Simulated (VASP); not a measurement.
Nb: single point with PBE

Slab: Nb, a slab with vacuum.

```
CELL_PARAMETERS angstrom
3.31123 0.00000 0.00000
0.00000 3.31123 0.00000
0.00000 0.00000 24.27810
ATOMIC_POSITIONS crystal
Nb 0.25000 0.25000 0.33670
Nb 0.75000 0.75000 0.39719
Nb 0.25000 0.25000 0.46415
Nb 0.75000 0.75000 0.53585
Nb 0.25000 0.25000 0.60281
Nb 0.75000 0.75000 0.66330
```

```json
{
  "Program": "VASP 6.6.1",
  "Task": "single point",
  "Functional": "PBE",
  "Potentials or basis": "VASP PAW PBE potentials, release 64 (Nb_sv)",
  "Cutoff": "520 eV",
  "k mesh": "10 × 10 × 1",
  "Occupations": "fermi-dirac, width 0.05 eV",
  "Spin": "no spin polarisation"
}
```

The largest force is 0.026 eV/Å. The band gap on the k mesh is zero (band 39 reaches 3.08 eV, above the bottom of band 40 at 2.11 eV).

Forces on the atoms (eV/Å):
```
Nb   0.000  0.000  0.011
Nb   0.000  0.000  0.018
Nb   0.000  0.000 -0.006
Nb   0.000  0.000  0.005
Nb   0.000  0.000 -0.003
Nb   0.000  0.000 -0.026
```

Levels at points of the mesh, in eV from the Fermi level:
| k point | band 37 | band 38 | band 39 | band 40 | band 41 | band 42 |
| --- | --- | --- | --- | --- | --- | --- |
| (0.00, 0.00, 0.00) | 0.16 | 0.16 | 0.16 | 0.31 | 0.31 | 0.35 |
| (0.50, 0.00, 0.00) | -0.60 | -0.60 | 0.33 | 0.33 | 0.34 | 0.34 |
| (0.50, 0.50, 0.00) | -0.77 | -0.77 | 0.45 | 0.45 | 2.12 | 2.12 |

Run time: 8.1 min on 1 thread of Intel(R) Xeon(R) Platinum 8488C (Sapphire Rapids) (shared host), peak memory 0.48 GiB.
